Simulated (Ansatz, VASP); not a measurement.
Two plane-wave programs on PtSe2

Contents of INCAR:

```
ALGO = Normal ; DIPOL = 0.5 0.5 0.382
EDIFF = 1E-6 ; ENCUT = 520
GGA = PE ; IDIPOL = 3
ISIF = 2 ; ISMEAR = 0
IVDW = 12 ; LASPH = T
LCHARG = T ; LDIPOL = T
LELF = T ; LREAL = F
LVACPOTAV = T ; LVHAR = T
LWAVE = F ; NBANDS = 31
NELM = 60 ; PREC = Accurate
SIGMA = 0.05
```

Contents of KPOINTS:

```
k-points
0
Gamma
  9 9 1
```

Contents of POSCAR:

```
PtSe2
1.0
    3.7070357730      0.0000000000      0.0000000000
   -1.8535178865      3.2103871521      0.0000000000
    0.0000000000      0.0000000000     22.7981619012
Se Pt
4 2
Direct
    0.6666666667      0.3333333333      0.1973843339
    0.3333333333      0.6666666667      0.3135814625
    0.3333333333      1.0000000000      0.4499959688
    0.0000000000      1.3333333333      0.5661930974
    0.0000000000      0.0000000000      0.2554828982
   -0.3333333333      0.6666666667      0.5080945331
```

Input for Ansatz:

```yaml
crystal:
  lattice:
    - [3.707035773, 0.0, 0.0]
    - [-1.8535178865, 3.2103871521, 0.0]
    - [0.0, 0.0, 22.7981619012]
  atoms:
    - { symbol: Se, position: [0.6666666667, 0.3333333333, 0.1973843339] }
    - { symbol: Pt, position: [0.0, 0.0, 0.2554828982] }
    - { symbol: Se, position: [0.3333333333, 0.6666666667, 0.3135814625] }
    - { symbol: Se, position: [0.3333333333, 1.0, 0.4499959688] }
    - { symbol: Pt, position: [-0.3333333333, 0.6666666667, 0.5080945331] }
    - { symbol: Se, position: [0.0, 1.3333333333, 0.5661930974] }
basis:
  ecutwfc: 420
kpoints:
  mp_grid: { grid: [9, 9, 1] }
hamiltonian:
  xc: pbe
  pseudopotentials: { kind: paw, azcp: { folder: soft_1 } }
  dispersion: d3bj
scf:
  occupations: { method: gaussian, width: 0.05 }
output:
  forces: true
  eigenvalues: true
efield:
  axis: 3
  dipole_correction: true
  ramp_width: 0.04
```

Alike in both runs: task single point; functional PBE; dispersion D3(BJ); k mesh 9 × 9 × 1; occupations gaussian, width 0.05 eV; no spin polarisation.

```csv
,VASP,Ansatz
version,VASP 6.6.1,Ansatz 0.2.0
potentials or method,"VASP PAW PBE potentials, release 64 (Se, Pt), cutoff 520 eV","scalar-relativistic, plane waves, PAW"
valence electrons in the cell,44,100
```

|  | VASP | Ansatz | Ansatz less VASP |
| --- | --- | --- | --- |
| gap on the k mesh at the Fermi level (eV) | 0.64 | 0.65 | +0.008 |
| least direct gap on the mesh (eV) | 0.88 | 0.89 | +0.009 |
| rms of the force components (eV/Å) | 0.057 | 0.058 | +0.0003 |

VASP's potentials hold 44 valence electrons a cell and Ansatz's 100, so a difference there can come from the potentials and not from the codes.

Neither program's run includes spin-orbit coupling.
